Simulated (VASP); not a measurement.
# V: single point with LDA

V:

```
V
1.0
     2.38079    0.00000    0.00000
     0.00000    2.38079    0.00000
     0.00000    0.00000    2.38079
V
1
Direct
  0.00000 0.00000 0.00000
```

```yaml
Program: VASP 6.6.1
Task: single point
Functional: LDA
Potentials_or_basis: VASP PAW LDA potentials, release 64 (V_sv)
Cutoff: 520 eV
k_mesh: 22 × 22 × 22
Occupations: fermi-dirac, width 0.1 eV
Spin: no spin polarisation
Dipole_correction: no
Further_INCAR_settings: ALGO = Normal; EDIFF = 1e-07; NBANDS = 12
```

The pressure is 1.1 GPa.

Levels at points of the mesh, in eV from the Fermi level:
```tsv
k point	band 3	band 4	band 5	band 6	band 7	band 8	band 9	band 10	band 11	band 12
(0.00, 0.00, 0.00)	-36.59	-36.59	-6.48	-2.41	-2.41	3.83	3.83	3.83	19.27	19.27
(0.50, 0.00, 0.00)	-36.46	-36.46	-2.27	-1.55	0.03	1.57	1.57	4.03	8.65	19.94
(0.50, 0.50, 0.00)	-37.74	-36.35	-4.06	-0.73	2.06	2.06	5.32	6.75	6.75	13.56
(0.50, 0.50, 0.50)	-37.55	-37.55	-2.29	-2.29	-2.29	5.45	5.45	10.65	14.61	14.61
```

It took 26 s on 1 thread of Intel Xeon 6975P-C, on a shared host, peak memory 0.16 GiB.
